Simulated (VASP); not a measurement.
Wanted: the native input for a VASP 6.6.1 run.

| Item | Value |
| --- | --- |
| Task | single point |
| Functional | PBEsol |
| Potentials or basis | VASP PAW PBE potentials, release 64 (Si, O) |
| Cutoff | 520 eV |
| k mesh | 6 × 6 × 6 |
| Occupations | gaussian, width 0.01 eV |
| Spin | no spin polarisation |
| Dipole correction | no |
| Further INCAR settings | ALGO = Normal; EDIFF = 1e-07; NBANDS = 25 |

The structure of SiO2 lies in POSCAR:

```
SiO2
1.0
   -2.3527569247      2.3527569247      3.7104197158
    2.3527569247     -2.3527569247      3.7104197158
    2.3527569247      2.3527569247     -3.7104197158
Si O
2 4
Direct
    0.0000000000      0.0000000000      0.0000000000
    0.7500000000      0.2500000000      0.5000000000
    0.9983800000      0.6250000000      0.8733800000
    0.3750000000      0.2483800000      0.3733800000
    0.7516200000      0.1250000000      0.1266200000
    0.8750000000      0.0016200000      0.6266200000
```

These files were run (other wordings do the same):

INCAR

```
SYSTEM = SiO2
PREC = Accurate
ENCUT = 520
EDIFF = 1E-7
ISMEAR = 0
SIGMA = 0.01
LREAL = .FALSE.
LASPH = .TRUE.
NELM = 100
ALGO = Normal
ISIF = 2
LWAVE = .FALSE.
LCHARG = .TRUE.
GGA = PS
LELF = .TRUE.
LVHAR = .TRUE.
NBANDS = 25
```

KPOINTS

```
Automatic mesh
0
G
  6 6 6
  0 0 0
```

Potentials or basis: VASP PAW PBE potentials, release 64 (Si, O).

Run with:

```bash
$ cat potpaw_PBE.64/Si/POTCAR potpaw_PBE.64/O/POTCAR > POTCAR
$ mpirun -np 1 vasp_std > vasp.out
```

Results of the run:

| Item | Value |
| --- | --- |
| Pressure | 6.6 GPa |
| Largest force | 0.391 eV/Å |
| Band gap on the k mesh | 6.15 eV, direct |

Caveat: the PAW data sets were made with another functional, which shifts forces and pressure a little.

Run time: 34 s on 1 thread of Intel(R) Xeon(R) 6975P-C (Granite Rapids), on a shared host, peak memory 0.24 GiB.
